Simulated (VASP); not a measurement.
Write the native input for VASP 6.6.1 that does the following.

```yaml
Task: single point
Functional: PBE
Potentials_or_basis: VASP PAW PBE potentials, release 64 (Tm_3, I), 4f in core
Cutoff: 500 eV
k_mesh: 8 × 8 × 4
Occupations: gaussian, width 0.1 eV
Spin: no spin polarisation
Dipole_correction: no
Mended: yes
Further_INCAR_settings: ALGO = Normal; EDIFF = 1e-06; NBANDS = 28
```

The structure of Tm2I3 lies in POSCAR:

```
Tm2I3
1.0
    4.5160660999      0.0000000000      0.0000000000
    0.0000000000      4.5160660999      0.0000000000
    0.0000000000      0.0000000000     14.0269837390
Tm I
2 3
Direct
    0.0000000000      0.0000000000      0.0000000000
    0.5000000000      0.5000000000      0.0000000000
    0.5000000000      0.5000000000      0.8011194324
    0.5000000000      0.5000000000      0.1988805676
    0.5000000000      0.5000000000      0.5000000000
```

The cell was built from a structure type or drawn by symmetry, and may not be a known phase.

These files were run (other wordings do the same):

INCAR

```
SYSTEM = Tm2I3
PREC = Accurate ; ENCUT = 500
EDIFF = 1E-6 ; ISMEAR = 0
SIGMA = 0.1 ; LREAL = .FALSE.
LASPH = .TRUE. ; NELM = 200
ALGO = Normal ; ISIF = 2
LWAVE = .FALSE. ; LCHARG = .TRUE.
GGA = PE ; LELF = .TRUE.
LVHAR = .TRUE. ; NBANDS = 28
GGA_COMPAT = .FALSE. ; LMAXMIX = 6
```

KPOINTS

```
Automatic mesh
0
G
  8 8 4
  0 0 0
```

Potentials or basis: VASP PAW PBE potentials, release 64 (Tm_3, I), 4f in core.

The run is started by

```console
$ cat potpaw_PBE.64/Tm_3/POTCAR potpaw_PBE.64/I/POTCAR > POTCAR
$ mpirun -np 1 vasp_std > vasp.out
```

Results of the run:

- Pressure: 0.1 GPa
- Largest force: 0.046 eV/Å
- Band gap on the k mesh: zero (an odd number of electrons rules out a gap without spin polarisation)

Caveat: spin-orbit coupling is left out, which moves the levels of the heavy elements; this functional lacks dispersion, which binds the layers, so the pressure and a relaxed spacing across them are unreliable; the 4f electrons are frozen in the core, so they carry no moment and show no levels; an odd number of electrons without spin polarisation forces a metal; a magnetic or distorted state may lie lower; the run has no spin polarisation, though such a crystal can be magnetic.

It took 6.3 min on 1 thread of Intel(R) Xeon(R) 6975P-C (Granite Rapids), on a shared host, peak memory 0.55 GiB.
